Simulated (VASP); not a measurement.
Here is a VASP 6.6.1 calculation.

The input INCAR:

```
SYSTEM = C4F
ALGO = Normal
EDIFF = 1E-6
ENCUT = 600
GGA = PE
GGA_COMPAT = .FALSE.
ISIF = 2
ISMEAR = 0
IVDW = 12
LASPH = .TRUE.
LCHARG = .FALSE.
LREAL = .FALSE.
LWAVE = .FALSE.
NBANDS = 20
NELM = 120
PREC = Accurate
SIGMA = 0.1
```

KPOINTS

```
k-points
0
G
  6 6 6
  0 0 0
```

File POSCAR:

```
C4F
1.0
    2.0896147581      1.2064396443      2.5512305764
   -2.0896147581      1.2064396443      2.5512305764
    0.0000000000     -2.4128792850      2.5512305781
C F
4 1
Direct
    0.5000000000      0.5000000000      0.0000000000
    0.0000000000      0.5000000000      0.5000000000
    0.5000000000      0.0000000000      0.5000000000
    0.5000000000      0.5000000000      0.5000000000
    0.0000000000      0.0000000000      0.0000000000
```

Potentials or basis: VASP PAW PBE potentials, release 64 (C, F).

Command:

```bash
$ cat potpaw_PBE.64/C/POTCAR potpaw_PBE.64/F/POTCAR > POTCAR
$ mpirun -np 1 vasp_std > vasp.out
```

Question: Estimate the dispersion energy per atom.

Answer: -0.134 eV.

Question: Estimate the pressure.

Answer: -0.4 GPa.

Question: What does it give for the band gap on the k mesh?

Answer: Zero (an odd number of electrons rules out a gap without spin polarisation).

Stress tensor (GPa, compression positive):
```
-0.48  0.00  0.00
 0.00 -0.48  0.00
 0.00  0.00 -0.23
```

Caveat: an odd number of electrons without spin polarisation forces a metal; a magnetic or distorted state may lie lower.
